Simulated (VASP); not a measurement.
# BP (lda) (F-43m) in VASP: notebook

BP (lda) is run at these levels: LDA; tasks: single point.

Everything below comes from runs of VASP 6.6.1. Logs are shortened: lines on timing, memory, paths and dates and some standing lists are left out, and cuts for length are marked.

## 1. The cell of the first run

Symmetry: F-43m, No. 216, cubic system. Conventional cell: a = 4.538 Å, b = 4.538 Å, c = 4.538 Å, α = 90.00°, β = 90.00°, γ = 90.00°. B (site symmetry -43m) has 4 P at 1.97 Å within 2.6 Å. Within 2.6 Å of P (site symmetry -43m) lie 4 B at 1.97 Å.

## 2. Single point, LDA

INCAR reads:

```
SYSTEM = BP
  PREC = Accurate
  ENCUT = 500
  EDIFF = 1E-6
  ISMEAR = 0
  SIGMA = 0.1
  LREAL = .False.
  LASPH = .True.
  NELM = 120
  ALGO = Normal
  ISIF = 2
  LWAVE = .False.
  LCHARG = .False.
  GGA = CA
  NBANDS = 11
  GGA_COMPAT = .False.
```

KPOINTS reads:

```
regular mesh
0
Gamma
  6 6 6
  0 0 0
```

POSCAR reads:

```
BP
1.0
    0.0000000000      2.2690000000      2.2690000000
    2.2690000000      0.0000000000      2.2690000000
    2.2690000000      2.2690000000      0.0000000000
B P
1 1
Direct
    0.0000000000      0.0000000000      0.0000000000
    0.2500000000      0.2500000000      0.2500000000
```

Potentials or basis: VASP PAW LDA potentials, release 64 (B, P).

Launch:

```console
> cat potpaw_LDA.64/B/POTCAR potpaw_LDA.64/P/POTCAR > POTCAR
> mpirun -np 1 vasp_std > vasp.out
```

OUTCAR:

```text
SYSTEM = BP
   PREC = Accurate
   ENCUT = 500
   EDIFF = 1E-6
   ISMEAR = 0
   LREAL = .False.
   LASPH = .True.
   NELM = 120
   ISIF = 2
   GGA = CA

 ion  position               nearest neighbor table
   1  0.000  0.000  0.000-   2 1.97   2 1.97   2 1.97   2 1.97
   2  0.250  0.250  0.250-   1 1.97   1 1.97   1 1.97   1 1.97

  LATTYP: Found a face centered cubic cell.
 ALAT       =     4.5380000000

  Lattice vectors:

 A1 = (   0.0000000000,   2.2690000000,   2.2690000000)
 A2 = (   2.2690000000,   0.0000000000,   2.2690000000)
 A3 = (   2.2690000000,   2.2690000000,   0.0000000000)

Analysis of symmetry for initial positions (statically):
=====================================================================
 Subroutine PRICEL returns:
 Original cell was already a primitive cell.

 Routine SETGRP: Setting up the symmetry group for a
 face centered cubic supercell.

 Subroutine GETGRP returns: Found 24 space group operations
 (whereof 24 operations were pure point group operations)
 out of a pool of 48 trial point group operations.

The static configuration has the point symmetry T_d .

Analysis of symmetry for dynamics (positions and initial velocities):
=====================================================================
 Subroutine PRICEL returns:
 Original cell was already a primitive cell.

 Routine SETGRP: Setting up the symmetry group for a
 face centered cubic supercell.

 Subroutine GETGRP returns: Found 24 space group operations
 (whereof 24 operations were pure point group operations)
 out of a pool of 48 trial point group operations.

The dynamic configuration has the point symmetry T_d .

 Subroutine INISYM returns: Found 24 space group operations
 (whereof 24 operations are pure point group operations),
 and found     1 'primitive' translations

----------------------------------------------------------------------------------------

                                     Primitive cell

  volume of cell :      23.3633

  direct lattice vectors                    reciprocal lattice vectors
     0.000000000  2.269000000  2.269000000    -0.220361393  0.220361393  0.220361393
     2.269000000  0.000000000  2.269000000     0.220361393 -0.220361393  0.220361393
     2.269000000  2.269000000  0.000000000     0.220361393  0.220361393 -0.220361393

  length of vectors
     3.208850573  3.208850573  3.208850573     0.381677128  0.381677128  0.381677128

  position of ions in fractional coordinates (direct lattice)
     0.000000000  0.000000000  0.000000000
     0.250000000  0.250000000  0.250000000

  ion indices of the primitive-cell ions
   primitive index   ion index
                 1           1
                 2           2

----------------------------------------------------------------------------------------

 KPOINTS: regular mesh

Automatic generation of k-mesh.
 Grid dimensions read from file:
 generate k-points for:    6    6    6

 Generating k-lattice:

  Cartesian coordinates                     Fractional coordinates (reciprocal lattice)
    -0.036726899  0.036726899  0.036726899     0.166666667  0.000000000  0.000000000
     0.036726899 -0.036726899  0.036726899     0.000000000  0.166666667  0.000000000
     0.036726899  0.036726899 -0.036726899     0.000000000  0.000000000  0.166666667

  Length of vectors
     0.063612855  0.063612855  0.063612855

  Shift w.r.t. Gamma in fractional coordinates (k-lattice)
     0.000000000  0.000000000  0.000000000

 Subroutine IBZKPT returns following result:
 ===========================================

 Found     16 irreducible k-points:

 Following reciprocal coordinates:
            Coordinates               Weight
  0.000000  0.000000  0.000000      1.000000
  0.166667  0.000000  0.000000      8.000000
  0.333333  0.000000  0.000000      8.000000
  0.500000  0.000000  0.000000      4.000000
  0.166667  0.166667  0.000000      6.000000
  0.333333  0.166667  0.000000     24.000000
[... 8 lines left out ...]
 -0.333333  0.333333  0.166667     24.000000
 -0.333333  0.500000  0.166667     12.000000
   k-points           NKPTS =     16   k-points in BZ     NKDIM =     16   number of bands    NBANDS=     11
   number of dos      NEDOS =    301   number of ions     NIONS =      2
   total plane-waves  NPLWV =  13824
   dimension x,y,z NGX =    24 NGY =   24 NGZ =   24
   dimension x,y,z NGXF=    48 NGYF=   48 NGZF=   48
   ions per type =               1   1
   NGX,Y,Z   is equivalent  to a cutoff of  12.43, 12.43, 12.43 a.u.
   NGXF,Y,Z  is equivalent  to a cutoff of  24.87, 24.87, 24.87 a.u.
 SYSTEM =  BP
   PREC   = accura    normal or accurate (medium, high low for compatibility)
   ISTART =      0    job   : 0-new  1-cont  2-samecut
   ICHARG =      2    charge: 1-file 2-atom 10-const
   ISPIN  =      1    spin polarized calculation?
   LNONCOLLINEAR =      F non collinear calculations
   LSORBIT =      F    spin-orbit coupling
   LASPH  =      T    aspherical Exc in radial PAW
   ENCUT  =  500.0 eV  36.75 Ry    6.06 a.u.   5.85  5.85  5.85*2*pi/ulx,y,z
   NELM   =    120;   NELMIN=  2; NELMDL= -5     # of ELM steps
   EDIFF  = 0.1E-05   stopping-criterion for ELM
   LREAL  =      F    real-space projection
   EDIFFG = 0.1E-04   stopping-criterion for IOM
   NSW    =      0    number of steps for IOM
   IBRION =     -1    ionic relax: 0-MD 1-quasi-New 2-CG
   NFREE  =      0    steps in history (QN), initial steepest desc. (CG)
   ISIF   =      2    stress and relaxation
   ISYM   =      2    0-nonsym 1-usesym 2-fastsym
   POTIM  = 0.5000    time-step for ionic-motion
   TEBEG  =    0.0;   TEEND  =   0.0 temperature during run
   PSTRESS=    0.0 pullay stress
   NELECT =       8.0000    total number of electrons
   NUPDOWN=      -1.0000    fix difference up-down
   EMIN   =  10.00;   EMAX   =-10.00  energy-range for DOS
   EFERMI =   0.00;   METHOD = LEGACY
   ISMEAR =     0;   SIGMA  =   0.10  broadening in eV -4-tet -1-fermi 0-gaus
   EFERMI_NEDOS =   21; number of points for ismear=-14 and -15
   IALGO  =     38    algorithm
   IMIX   =      4    mixing-type and parameters
     AMIX     =   0.40;   BMIX     =  1.00
     AMIX_MAG =   1.60;   BMIX_MAG =  1.00
  volume/ion in A,a.u.               =      11.68        78.83
  Fermi-wavevector in a.u.,A,eV,Ry     =   1.145320  2.164342 17.847562  1.311759
  Thomas-Fermi vector in A             =   2.282009
   LORBIT       =      0    0 simple, 1 ext, 2 COOP (PROOUT), +10 PAW based schemes
   GGA     = CA    functional components
   LHFCALC =     F    Hartree Fock is set to
   AEXX    =    0.0000 exact exchange contribution
   IVDW    =     0    specifies the selected vdW correction
   LEPSILON=     F    determine dielectric tensor
   LRPA    =     F    only Hartree local field effects (RPA)
 non-spin polarized calculation
 Gauss-broadening in eV      SIGMA  =   0.10
  energy-cutoff  :      500.00
  volume of cell :       23.36
 maximum number of plane-waves:       609
   NGX = 11   NGY = 11   NGZ = 11

 number of electron       8.0000000 magnetization

 Free energy of the ion-electron system (eV)
  ---------------------------------------------------
  ext. energy  EPLUGINS =         0.00000000
  ---------------------------------------------------
  free energy    TOTEN  =       -14.36945700 eV

  energy without entropy =      -14.36945700  energy(sigma->0) =      -14.36945700

 E-fermi :   7.9140     XC(G=0): -11.0863

 val. band max:        7.4123287536   @ k =   0.0000   0.0000   0.0000
 cond. band min:       8.7088664676   @ k =   0.5000   0.5000   0.0000
 fundamental gap:      1.2965377140
 Fermi energy:         7.9140233369

 k-point     1 :       0.0000    0.0000    0.0000
  band No.  band energies     occupation
      1      -7.9805      2.00000
      2       7.4123      2.00000
      3       7.4123      2.00000
      4       7.4123      2.00000
      5      10.7879      0.00000
      6      10.7879      0.00000
      7      10.7879      0.00000
      8      14.7807      0.00000
      9      18.6638      0.00000
     10      19.5898      0.00000
     11      19.5898      0.00000

 k-point     2 :       0.1667    0.0000    0.0000
  band No.  band energies     occupation
      1      -7.4831      2.00000
      2       4.5923      2.00000
      3       6.7498      2.00000
      4       6.7498      2.00000
      5      11.4005      0.00000
      6      11.6882      0.00000
      7      11.6882      0.00000
      8      16.0176      0.00000
      9      18.3500      0.00000
     10      18.3500      0.00000
     11      19.9035      0.00000

 k-point     3 :       0.3333    0.0000    0.0000
  band No.  band energies     occupation
      1      -6.0658      2.00000
      2       0.7076      2.00000
      3       5.9508      2.00000
      4       5.9508      2.00000
      5      11.2981      0.00000
      6      12.2344      0.00000
      7      12.2344      0.00000
      8      17.3375      0.00000
      9      19.2754      0.00000
     10      19.2754      0.00000
     11      20.6296      0.00000

 k-point     4 :       0.5000    0.0000    0.0000
  band No.  band energies     occupation
      1      -4.6482      2.00000
      2      -1.6002      2.00000
      3       5.6633      2.00000
      4       5.6633      2.00000
      5      11.1909      0.00000
      6      12.0879      0.00000
      7      12.0879      0.00000
      8      17.3281      0.00000
      9      21.9491      0.00000
     10      21.9820      0.00000
     11      21.9820      0.00000
[... 127 lines left out ...]
 k-point    14 :       0.5000    0.3333    0.1667
  band No.  band energies     occupation
      1      -4.8454      2.00000
      2       0.9508      2.00000
      3       2.4052      2.00000
      4       4.1480      2.00000
      5      11.3598      0.00000
      6      12.8509      0.00000
      7      13.8668      0.00000
      8      16.8500      0.00000
      9      19.9916      0.00000
     10      20.9136      0.00000
     11      24.9105      0.00000

 k-point    15 :      -0.3333    0.3333    0.1667
  band No.  band energies     occupation
      1      -3.5419      2.00000
      2      -0.6425      2.00000
      3       1.9202      2.00000
      4       3.4296      2.00000
      5      11.8396      0.00000
      6      13.0802      0.00000
      7      15.9225      0.00000
      8      16.5151      0.00000
      9      17.8149      0.00000
     10      22.1450      0.00000
     11      24.7989      0.00000

 k-point    16 :      -0.3333    0.5000    0.1667
  band No.  band energies     occupation
      1      -2.9439      2.00000
      2      -0.7013      2.00000
      3       2.1028      2.00000
      4       2.2164      2.00000
      5      11.1918      0.00000
      6      11.7680      0.00000
      7      16.4908      0.00000
      8      17.0908      0.00000
      9      20.2258      0.00000
     10      23.5051      0.00000
     11      23.7317      0.00000

------------------------ aborting loop because EDIFF is reached ----------------------------------------

  FORCE on cell =-STRESS in cart. coord.  units (eV):
  Direction    XX          YY          ZZ          XY          YZ          ZX
  --------------------------------------------------------------------------------------
  -------------------------------------------------------------------------------------
  Total       -0.7571800     -0.7571800     -0.7571800     -0.0000000      0.0000000     -0.0000000
  in kB      -51.9249681    -51.9249681    -51.9249681     -0.0000000      0.0000000     -0.0000000
  external PRESSURE =     -51.9249681 kB  Pullay stress =       0.0000000 kB

 VOLUME and BASIS-vectors are now :
 -----------------------------------------------------------------------------
  energy-cutoff  :      500.00
  volume of cell :       23.36
      direct lattice vectors                 reciprocal lattice vectors
     0.000000000  2.269000000  2.269000000    -0.220361393  0.220361393  0.220361393
     2.269000000  0.000000000  2.269000000     0.220361393 -0.220361393  0.220361393
     2.269000000  2.269000000  0.000000000     0.220361393  0.220361393 -0.220361393

 POSITION                                       TOTAL-FORCE (eV/Angst)
 -----------------------------------------------------------------------------------
      0.00000      0.00000      0.00000        -0.000000     -0.000000      0.000000
      1.13450      1.13450      1.13450         0.000000      0.000000     -0.000000
 -----------------------------------------------------------------------------------
    total drift:                                0.000000      0.000000      0.000000

  FREE ENERGIE OF THE ION-ELECTRON SYSTEM (eV)
  ---------------------------------------------------
  free  energy   TOTEN  =       -14.3694569963 eV

  energy  without entropy=      -14.3694569963  energy(sigma->0) =      -14.36945700
```

Run time: 1.9 s. Hardware: 1 thread of Intel Xeon 6975P-C (Granite Rapids), shared host; peak memory 0.11 GiB.

Results:

* Free energy: -14.3695 eV
* Pressure: -5.2 GPa
* Band gap on the k mesh: 1.30 eV, indirect (least direct gap 3.38 eV)

## 3. Single point, LDA (volume scaled by 0.94)

INCAR reads:

```
PREC = Accurate
ENCUT = 500
EDIFF = 1E-6
ISMEAR = 0
SIGMA = 0.02
LREAL = F
LASPH = T
NELM = 120
ALGO = Normal
ISIF = 2
LWAVE = F
LCHARG = F
GGA = CA
NBANDS = 11
GGA_COMPAT = F
```

KPOINTS reads:

```
Automatic mesh
0
Gamma
  10 10 10
```

POSCAR reads:

```
BP
1.0
    0.0000000000      2.1994029476      2.1994029476
    2.1994029476      0.0000000000      2.1994029476
    2.1994029476      2.1994029476      0.0000000000
B P
1 1
Direct
    0.0000000000      0.0000000000      0.0000000000
    0.2500000000      0.2500000000      0.2500000000
```

Potentials or basis: VASP PAW LDA potentials, release 64 (B, P).

Launch:

```console
> cat potpaw_LDA.64/B/POTCAR potpaw_LDA.64/P/POTCAR > POTCAR
> mpirun -np 1 vasp_std > vasp.out
```

Run time: 3.6 s. Hardware: 1 thread of Intel Xeon 6975P-C (Granite Rapids), shared host; peak memory 0.12 GiB.

Results (log left out):

```yaml
Free_energy: -14.3503 eV
Pressure: 12.0 GPa
Band_gap_on_the_k_mesh: 1.08 eV, indirect (least direct gap 3.54 eV)
```

Levels at points of the mesh, in eV from the valence-band top:
| k point | band 1 | band 2 | band 3 | band 4 | band 5 | band 6 | band 7 | band 8 |
| --- | --- | --- | --- | --- | --- | --- | --- | --- |
| (0.00, 0.00, 0.00) | -16.24 | 0.00 | 0.00 | 0.00 | 3.54 | 3.54 | 3.54 | 8.83 |
| (0.50, 0.00, 0.00) | -12.54 | -9.69 | -1.86 | -1.86 | 4.36 | 4.75 | 4.75 | 10.26 |
| (0.50, 0.50, 0.00) | -10.91 | -8.97 | -4.44 | -4.44 | 1.12 | 1.48 | 12.89 | 12.89 |

 A k mesh can miss the band edges.

## 4. Single point, LDA (volume scaled by 0.91)

INCAR reads:

```
SYSTEM = BP
PREC = Accurate
ENCUT = 500
EDIFF = 1E-6
ISMEAR = 0
SIGMA = 0.02
LREAL = .False.
LASPH = .True.
NELM = 120
ALGO = Normal
ISIF = 2
LWAVE = .False.
LCHARG = .False.
NBANDS = 11
GGA_COMPAT = .False.
```

KPOINTS reads:

```
Automatic mesh
0
Gamma
  10 10 10
  0 0 0
```

POSCAR reads:

```
BP
1.0
    0.0000000000      2.1757516205      2.1757516205
    2.1757516205      0.0000000000      2.1757516205
    2.1757516205      2.1757516205      0.0000000000
B P
1 1
Direct
    0.0000000000      0.0000000000      0.0000000000
    0.2500000000      0.2500000000      0.2500000000
```

Launch:

```console
> cat potpaw_LDA.64/B/POTCAR potpaw_LDA.64/P/POTCAR > POTCAR
> mpirun -np 1 vasp_std > vasp.out
```

Wall time 3.7 s (1 thread of Intel Xeon 6975P-C (Granite Rapids), shared host); peak memory 0.12 GiB.

Results (log left out):

```yaml
Free_energy: -14.2834 eV
Pressure: 19.6 GPa
Band_gap_on_the_k_mesh: 1.04 eV, indirect (least direct gap 3.61 eV)
```

Levels at points of the mesh, in eV from the valence-band top:
```
           k point  band 1  band 2  band 3  band 4  band 5  band 6  band 7  band 8
(0.00, 0.00, 0.00)  -16.54    0.00    0.00    0.00    3.61    3.61    3.61    9.36
(0.50, 0.00, 0.00)  -12.71   -9.94   -1.89   -1.89    4.57    4.77    4.77   10.38
(0.50, 0.50, 0.00)  -11.03   -9.14   -4.56   -4.56    1.06    1.46   13.21   13.21
```

 A k mesh can miss the band edges.

[end of part 1 of 2]
